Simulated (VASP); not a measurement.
Wanted: the native input for a VASP 6.6.1 run.

- Task: single point
- Functional: PBEsol
- Potentials or basis: VASP PAW PBE potentials, release 64 (Pb_d, S)
- Cutoff: 520 eV
- k mesh: 8 × 8 × 8
- Occupations: fermi-dirac, width 0.05 eV
- Spin: no spin polarisation
- Dipole correction: no
- Further INCAR settings: ALGO = Normal; EDIFF = 1e-07; NBANDS = 17

The structure of PbS (Galena) lies in POSCAR:

```
PbS
1.0
    0.0000000000      2.7474595577      2.7474595577
    2.7474595577      0.0000000000      2.7474595577
    2.7474595577      2.7474595577      0.0000000000
Pb S
1 1
Direct
    0.0000000000      0.0000000000      0.0000000000
    0.5000000000      0.5000000000      0.5000000000
```

The input as run:

INCAR

```
PREC = Accurate
ENCUT = 520
EDIFF = 1E-7
ISMEAR = -1
SIGMA = 0.05
LREAL = F
LASPH = T
NELM = 80
ALGO = Normal
ISIF = 2
LWAVE = F
LCHARG = F
GGA = PS
NBANDS = 17
```

KPOINTS

```
Automatic mesh
0
Gamma
  8 8 8
```

Potentials or basis: VASP PAW PBE potentials, release 64 (Pb_d, S).

The run is started by

```console
$ cat potpaw_PBE.64/Pb_d/POTCAR potpaw_PBE.64/S/POTCAR > POTCAR
$ mpirun -np 1 vasp_std > vasp.out
```

It gave:

- Pressure: 20.0 GPa
- Band gap on the k mesh: 0.87 eV, indirect (least direct gap 0.90 eV)

Caveat: the PAW data sets were made with another functional, which shifts forces and pressure a little; spin-orbit coupling is left out, which moves the levels of the heavy elements.

It used 27 s of CPU time on 1 thread of Intel Xeon 6975P-C, on a shared host.
